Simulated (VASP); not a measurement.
# LaNb2N2 (P6/mmm) in VASP: a series of runs, part 2 of 3

VASP 6.6.1. The steps go on from the part before.

### 3 Single point, PBE

Input file INCAR:

```
PREC = Accurate ; ENCUT = 520
EDIFF = 1E-6 ; ISMEAR = 0
SIGMA = 0.1 ; LREAL = False
LASPH = True ; NELM = 60
ALGO = Normal ; ISIF = 2
LWAVE = False ; LCHARG = False
GGA = PE ; NBANDS = 32
```

Input file KPOINTS:

```
regular mesh
0
Gamma
  12 12 6
```

Input file POSCAR:

```
LaNb2N2
1.0
    4.3561366085      0.0000000000      0.0000000000
   -2.1780683043      3.7725249653      0.0000000000
    0.0000000000      0.0000000000      5.9921227881
La Nb N
1 2 2
Direct
    0.0000000000      0.0000000000      0.5000000000
    0.3333333333      0.6666666667      0.0000000000
    0.6666666667      0.3333333333      0.0000000000
    0.0000000000      0.0000000000      0.8901459674
    0.0000000000      0.0000000000      0.1098540326
```

Potentials or basis: VASP PAW PBE potentials, release 64 (La, Nb_sv, N).

On the command line:

```console
> cat potpaw_PBE.64/La/POTCAR potpaw_PBE.64/Nb_sv/POTCAR potpaw_PBE.64/N/POTCAR > POTCAR
> mpirun -np 1 vasp_std > vasp.out
```

OUTCAR:

```text
PREC = Accurate
   ENCUT = 520
   EDIFF = 1E-6
   ISMEAR = 0
   LREAL = False
   LASPH = True
   NELM = 60
   ISIF = 2
   GGA = PE

 ion  position               nearest neighbor table
   1  0.000  0.000  0.500-   4 2.34   5 2.34
   2  0.333  0.667  0.000-   3 2.52   3 2.52   3 2.52
   3  0.667  0.333  0.000-   2 2.52   2 2.52   2 2.52
   4  0.000  0.000  0.890-   5 1.32   1 2.34
   5  0.000  0.000  0.110-   4 1.32   1 2.34

  LATTYP: Found a hexagonal cell.
 ALAT       =     4.3561366085
 C/A-ratio  =     1.3755589704

  Lattice vectors:

 A1 = (   4.3561366085,   0.0000000000,   0.0000000000)
 A2 = (  -2.1780683043,   3.7725249653,   0.0000000000)
 A3 = (   0.0000000000,   0.0000000000,   5.9921227881)

Analysis of symmetry for initial positions (statically):
=====================================================================
 Subroutine PRICEL returns:
 Original cell was already a primitive cell.

 Routine SETGRP: Setting up the symmetry group for a
 hexagonal supercell.

 Subroutine GETGRP returns: Found 24 space group operations
 (whereof 24 operations were pure point group operations)
 out of a pool of 24 trial point group operations.

The static configuration has the point symmetry D_6h.

Analysis of symmetry for dynamics (positions and initial velocities):
=====================================================================
 Subroutine PRICEL returns:
 Original cell was already a primitive cell.

 Routine SETGRP: Setting up the symmetry group for a
 hexagonal supercell.

 Subroutine GETGRP returns: Found 24 space group operations
 (whereof 24 operations were pure point group operations)
 out of a pool of 24 trial point group operations.

The dynamic configuration has the point symmetry D_6h.

 Subroutine INISYM returns: Found 24 space group operations
 (whereof 24 operations are pure point group operations),
 and found     1 'primitive' translations

----------------------------------------------------------------------------------------

                                     Primitive cell

  volume of cell :      98.4724

  direct lattice vectors                    reciprocal lattice vectors
     4.356136608  0.000000000  0.000000000     0.229561212  0.132537228  0.000000000
    -2.178068304  3.772524965  0.000000000     0.000000000  0.265074455  0.000000000
     0.000000000  0.000000000  5.992122788     0.000000000  0.000000000  0.166885766

  length of vectors
     4.356136608  4.356136609  5.992122788     0.265074455  0.265074455  0.166885766

  position of ions in fractional coordinates (direct lattice)
     0.000000000  0.000000000  0.500000000
     0.333333333  0.666666667  0.000000000
     0.666666667  0.333333333  0.000000000
     0.000000000  0.000000000  0.890145967
     0.000000000  0.000000000  0.109854033

  ion indices of the primitive-cell ions
   primitive index   ion index
                 1           1
                 2           2
                 3           3
                 4           4
                 5           5

----------------------------------------------------------------------------------------

 KPOINTS: regular mesh

Automatic generation of k-mesh.
 Grid dimensions read from file:
 generate k-points for:   12   12    6

 Generating k-lattice:

  Cartesian coordinates                     Fractional coordinates (reciprocal lattice)
     0.019130101  0.011044769  0.000000000     0.083333333  0.000000000  0.000000000
     0.000000000  0.022089538  0.000000000     0.000000000  0.083333333  0.000000000
     0.000000000  0.000000000  0.027814294     0.000000000  0.000000000  0.166666667

  Length of vectors
     0.022089538  0.022089538  0.027814294

  Shift w.r.t. Gamma in fractional coordinates (k-lattice)
     0.000000000  0.000000000  0.000000000

 Subroutine IBZKPT returns following result:
 ===========================================

 Found     76 irreducible k-points:

 Following reciprocal coordinates:
            Coordinates               Weight
  0.000000  0.000000  0.000000      1.000000
  0.083333 -0.000000  0.000000      6.000000
  0.166667  0.000000  0.000000      6.000000
  0.250000 -0.000000  0.000000      6.000000
  0.333333 -0.000000  0.000000      6.000000
  0.416667 -0.000000  0.000000      6.000000
[... 16 lines left out ...]
  0.250000 -0.000000  0.166667     12.000000
  0.333333 -0.000000  0.166667     12.000000
 [... further k-points ...]
   k-points           NKPTS =     76   k-points in BZ     NKDIM =     76   number of bands    NBANDS=     32
   number of dos      NEDOS =    301   number of ions     NIONS =      5
   total plane-waves  NPLWV =  49152
   dimension x,y,z NGX =    32 NGY =   32 NGZ =   48
   dimension x,y,z NGXF=    64 NGYF=   64 NGZF=   96
   ions per type =               1   2   2
   NGX,Y,Z   is equivalent  to a cutoff of  12.21, 12.21, 13.32 a.u.
   NGXF,Y,Z  is equivalent  to a cutoff of  24.42, 24.42, 26.63 a.u.
 SYSTEM =  unknown system
   PREC   = accura    normal or accurate (medium, high low for compatibility)
   ISTART =      0    job   : 0-new  1-cont  2-samecut
   ICHARG =      2    charge: 1-file 2-atom 10-const
   ISPIN  =      1    spin polarized calculation?
   LNONCOLLINEAR =      F non collinear calculations
   LSORBIT =      F    spin-orbit coupling
   LASPH  =      T    aspherical Exc in radial PAW
   ENCUT  =  520.0 eV  38.22 Ry    6.18 a.u.   8.10  8.10 11.14*2*pi/ulx,y,z
   NELM   =     60;   NELMIN=  2; NELMDL= -5     # of ELM steps
   EDIFF  = 0.1E-05   stopping-criterion for ELM
   LREAL  =      F    real-space projection
   EDIFFG = 0.1E-04   stopping-criterion for IOM
   NSW    =      0    number of steps for IOM
   IBRION =     -1    ionic relax: 0-MD 1-quasi-New 2-CG
   NFREE  =      0    steps in history (QN), initial steepest desc. (CG)
   ISIF   =      2    stress and relaxation
   ISYM   =      2    0-nonsym 1-usesym 2-fastsym
   POTIM  = 0.5000    time-step for ionic-motion
   TEBEG  =    0.0;   TEEND  =   0.0 temperature during run
   PSTRESS=    0.0 pullay stress
   NELECT =      47.0000    total number of electrons
   NUPDOWN=      -1.0000    fix difference up-down
   EMIN   =  10.00;   EMAX   =-10.00  energy-range for DOS
   EFERMI =   0.00;   METHOD = LEGACY
   ISMEAR =     0;   SIGMA  =   0.10  broadening in eV -4-tet -1-fermi 0-gaus
   EFERMI_NEDOS =   21; number of points for ismear=-14 and -15
   IALGO  =     38    algorithm
   IMIX   =      4    mixing-type and parameters
     AMIX     =   0.40;   BMIX     =  1.00
     AMIX_MAG =   1.60;   BMIX_MAG =  1.00
  volume/ion in A,a.u.               =      19.69       132.90
  Fermi-wavevector in a.u.,A,eV,Ry     =   1.279389  2.417695 22.270515  1.636837
  Thomas-Fermi vector in A             =   2.411877
   LORBIT       =      0    0 simple, 1 ext, 2 COOP (PROOUT), +10 PAW based schemes
   GGA     = PE    functional components
   LHFCALC =     F    Hartree Fock is set to
   AEXX    =    0.0000 exact exchange contribution
   IVDW    =     0    specifies the selected vdW correction
   LEPSILON=     F    determine dielectric tensor
   LRPA    =     F    only Hartree local field effects (RPA)
 non-spin polarized calculation
 Gauss-broadening in eV      SIGMA  =   0.10
  energy-cutoff  :      520.00
  volume of cell :       98.47
 maximum number of plane-waves:      2674
   NGX = 17   NGY = 17   NGZ = 23

 number of electron      47.0000000 magnetization

 Free energy of the ion-electron system (eV)
  ---------------------------------------------------
  ext. energy  EPLUGINS =         0.00000000
  ---------------------------------------------------
  free energy    TOTEN  =       -39.47783128 eV

  energy without entropy =      -39.46144799  energy(sigma->0) =      -39.46963963

 E-fermi :   7.8203     XC(G=0): -10.4416

 val. band max:        7.8090582213   @ k =   0.3333  -0.0000   0.0000
 cond. band min:       7.8340614860   @ k =   0.2500   0.1667   0.1667
 fundamental gap:      0.0250032646
 Fermi energy:         7.8202776884

 k-point     1 :       0.0000    0.0000    0.0000
  band No.  band energies     occupation
      1     -47.0105      2.00000
      2     -46.3948      2.00000
      3     -24.7177      2.00000
      4     -23.7702      2.00000
      5     -23.7702      2.00000
      6     -23.0846      2.00000
[... 24 lines left out ...]
     31      10.2207      0.00000
     32      10.2688      0.00000
[... 774 lines left out ...]
      2     -46.5297      2.00000
      3     -24.7039      2.00000
      4     -23.8979      2.00000
      5     -23.5367      2.00000
      6     -22.9767      2.00000
[... 24 lines left out ...]
     31      10.2080      0.00000
     32      10.3332      0.00000

 [... further k-points ...]
[... 5 lines left out ...]
  --------------------------------------------------------------------------------------
  -------------------------------------------------------------------------------------
  Total       -0.0307395     -0.0307395     -0.0490504      0.0000000      0.0000000      0.0000000
  in kB       -0.5001419     -0.5001419     -0.7980667      0.0000000      0.0000000      0.0000000
  external PRESSURE =      -0.5994501 kB  Pullay stress =       0.0000000 kB

 VOLUME and BASIS-vectors are now :
 -----------------------------------------------------------------------------
  energy-cutoff  :      520.00
  volume of cell :       98.47
      direct lattice vectors                 reciprocal lattice vectors
     4.356136608  0.000000000  0.000000000     0.229561212  0.132537228  0.000000000
    -2.178068304  3.772524965  0.000000000     0.000000000  0.265074455  0.000000000
     0.000000000  0.000000000  5.992122788     0.000000000  0.000000000  0.166885766

 POSITION                                       TOTAL-FORCE (eV/Angst)
 -----------------------------------------------------------------------------------
      0.00000      0.00000      2.99606         0.000000      0.000000      0.000000
     -0.00000      2.51502      0.00000         0.000000      0.000000      0.000000
      2.17807      1.25751      0.00000        -0.000000     -0.000000      0.000000
      0.00000      0.00000      5.33386         0.000000      0.000000     -0.158107
      0.00000      0.00000      0.65826         0.000000     -0.000000      0.158107
 -----------------------------------------------------------------------------------
    total drift:                               -0.000000      0.000000     -0.000000

  FREE ENERGIE OF THE ION-ELECTRON SYSTEM (eV)
  ---------------------------------------------------
  free  energy   TOTEN  =       -39.4778312827 eV

  energy  without entropy=      -39.4614479850  energy(sigma->0) =      -39.46963963
```

OSZICAR:

```text
N       E                     dE             d eps       ncg     rms          rms(c)
DAV:   1     0.572213712419E+03    0.57221E+03   -0.21189E+04  5392   0.196E+03
DAV:   2     0.574261631193E+02   -0.51479E+03   -0.46793E+03  5440   0.503E+02
DAV:   3    -0.314182863953E+02   -0.88844E+02   -0.82040E+02  8120   0.197E+02
DAV:   4    -0.410450276776E+02   -0.96267E+01   -0.89870E+01  8648   0.564E+01
DAV:   5    -0.421679471586E+02   -0.11229E+01   -0.10192E+01  9256   0.164E+01    0.128E+01
DAV:   6    -0.400925396018E+02    0.20754E+01   -0.31735E+01  7288   0.229E+01    0.726E+00
DAV:   7    -0.394706098002E+02    0.62193E+00   -0.53438E+00  8824   0.135E+01    0.389E+00
DAV:   8    -0.394917417122E+02   -0.21132E-01   -0.88996E-01  7856   0.511E+00    0.157E+00
DAV:   9    -0.394777510692E+02    0.13991E-01   -0.13548E-01  9160   0.218E+00    0.575E-01
DAV:  10    -0.394789604993E+02   -0.12094E-02   -0.49588E-02  7720   0.113E+00    0.349E-01
DAV:  11    -0.394778408829E+02    0.11196E-02   -0.91606E-03  8744   0.546E-01    0.103E-01
DAV:  12    -0.394778226977E+02    0.18185E-04   -0.12688E-03  7808   0.191E-01    0.272E-02
DAV:  13    -0.394778293624E+02   -0.66647E-05   -0.99825E-05  9232   0.800E-02    0.123E-02
DAV:  14    -0.394778313684E+02   -0.20060E-05   -0.96818E-06  7640   0.179E-02    0.342E-03
DAV:  15    -0.394778312827E+02    0.85754E-07   -0.12508E-06  4960   0.108E-02
   1 F= -.39477831E+02 E0= -.39469640E+02  d E =-.163833E-01
```

stdout:

```text
POSCAR found type information on POSCAR LaNbN
 POSCAR found :  3 types and       5 ions
 scaLAPACK will be used
 LDA part: xc-table for (Slater+PW92), standard interpolation
 POSCAR, INCAR and KPOINTS ok, starting setup
 FFT: planning ... GRIDC
 FFT: planning ... GRID_SOFT
 FFT: planning ... GRID
 WAVECAR not read
 entering main loop
```

Run time: 99 s. Hardware: 1 thread of Intel Xeon 6975P-C (Granite Rapids), shared host; peak memory 0.39 GiB.

What came out:

* Free energy: -39.4778 eV
* Pressure: -0.1 GPa
* Largest force: 0.158 eV/Å

Forces on the atoms (eV/Å):
```
La   0.000  0.000  0.000
Nb   0.000  0.000  0.000
Nb   0.000  0.000  0.000
N    0.000  0.000 -0.158
N    0.000  0.000  0.158
```

Caveat: spin-orbit coupling is left out, which moves the levels of the heavy elements.

(Part 2 of 3 ends here.)
